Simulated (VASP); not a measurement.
**Na2Hg: single point with PBE**

The system is Na2Hg.

```
CELL_PARAMETERS angstrom
3.39818 0.00000 0.00000
-1.69909 2.94291 0.00000
0.00000 0.00000 7.66981
ATOMIC_POSITIONS crystal
Na 0.33333 0.66667 0.80937
Na 0.66667 0.33333 0.19063
Hg 0.00000 0.00000 0.00000
```

```yaml
Program: VASP 6.6.1
Task: single point
Functional: PBE
Potentials_or_basis: VASP PAW PBE potentials, release 64 (Na_pv, Hg)
Cutoff: 520 eV
k_mesh: 6 × 6 × 2
Occupations: gaussian, width 0.1 eV
Spin: no spin polarisation
Dipole_correction: no
Further_INCAR_settings: ALGO = Fast; EDIFF = 1e-06; NBANDS = 20
```

```json
{
  "Pressure": "24.1 GPa",
  "Largest force": "3.956 eV/Å",
  "Band gap on the k mesh": "zero (band 13 reaches 2.27 eV, above the bottom of band 14 at 1.13 eV)"
}
```

Forces on the atoms (eV/Å):
```
Na   0.000  0.000 -3.956
Na   0.000  0.000  3.956
Hg   0.000  0.000  0.000
```

Stress tensor (GPa, compression positive):
```
24.63  0.00  0.00
 0.00 24.63  0.00
 0.00  0.00 23.10
```

Levels at points of the mesh, in eV from the Fermi level:
```csv
k point,band 10,band 11,band 12,band 13,band 14,band 15,band 16,band 17
"(0.00, 0.00, 0.00)",-8.01,-8.01,-7.72,-2.15,-0.74,5.32,6.88,9.03
"(0.50, 0.00, 0.00)",-8.00,-7.51,-3.74,-1.84,1.47,3.21,3.36,4.26
"(0.00, 0.00, 0.50)",-8.01,-8.01,-7.70,-2.75,1.45,1.94,9.05,9.05
"(0.50, 0.00, 0.50)",-8.00,-7.51,-3.73,-1.81,1.05,2.67,5.26,5.69
```

It took 29 s on 1 thread of Oxide Virtual Turin-like Processor, with other jobs on the host, peak memory 0.17 GiB.

Caveat: the k points lie up to 0.41 Å⁻¹ apart; spin-orbit coupling is left out, which moves the levels of the heavy elements; forces of over 1 eV/Å act on the atoms, so gaps and moduli don't describe the material at rest.
